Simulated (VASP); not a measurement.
Set up this calculation in VASP 6.6.1, as the native input.

* Task: single point
* Functional: PBE
* Potentials or basis: VASP PAW PBE potentials, release 64 (Sb)
* Cutoff: 520 eV
* k mesh: 4 × 8 × 8
* Occupations: gaussian, width 0.1 eV
* Spin: no spin polarisation
* Dipole correction: no
* Further INCAR settings: ALGO = Normal; EDIFF = 1e-06; NBANDS = 30

The structure of Sb lies in POSCAR:

```
Sb
1.0
   12.2225518604      0.0000000000      0.0000000000
    0.0000000000      4.3027019538      0.0000000000
    0.0000000000      0.0000000000      4.3027301765
Sb
8
Direct
    0.8673729329      0.0000000000     -0.0002710207
    0.1173716538      0.5000000000      0.5001406619
    0.3673729329      0.0000000000      1.0002710207
    0.6173716538      0.5000000000      0.4998593381
    0.8826283462      0.5000000000      0.4998593381
    0.1326270671      0.0000000000      1.0002710207
    0.3826283462      0.5000000000      0.5001406619
    0.6326270671      0.0000000000     -0.0002710207
```

This cell differs from its parent crystal: volume scaled by 0.88, then relaxed in part.

The input as run:

INCAR

```
SYSTEM = Sb
PREC     = Accurate       ! precision mode
ENCUT    = 520            ! plane-wave cutoff, eV
EDIFF    = 1E-6           ! SCF threshold, eV
ISMEAR   = 0              ! smearing method
SIGMA    = 0.1            ! smearing width, eV
LREAL    = .False.        ! projectors in reciprocal space
LASPH    = .True.         ! aspherical terms in the spheres
NELM     = 100            ! most SCF steps
ALGO     = Normal         ! electronic algorithm
ISIF     = 2              ! what is computed and relaxed
LWAVE    = .False.        ! write WAVECAR
LCHARG   = .False.        ! write CHGCAR
GGA      = PE             ! functional
NBANDS   = 30             ! bands
```

KPOINTS

```
Automatic mesh
0
Gamma
  4 8 8
  0 0 0
```

Potentials or basis: VASP PAW PBE potentials, release 64 (Sb).

The run is started by

```sh
$ cat potpaw_PBE.64/Sb/POTCAR > POTCAR
$ mpirun -np 1 vasp_std > vasp.out
```

Results of the run:

```yaml
Pressure: 4.8 GPa
Largest_force: 0.026 eV/Å
Band_gap_on_the_k_mesh: zero (band 20 reaches 8.10 eV, above the bottom of band 21 at 7.69 eV)
```

Caveat: spin-orbit coupling is left out, which moves the levels of the heavy elements.

It took 9.3 min on 1 thread of Oxide Virtual Turin-like Processor, with other jobs on the host, peak memory 0.5 GiB.
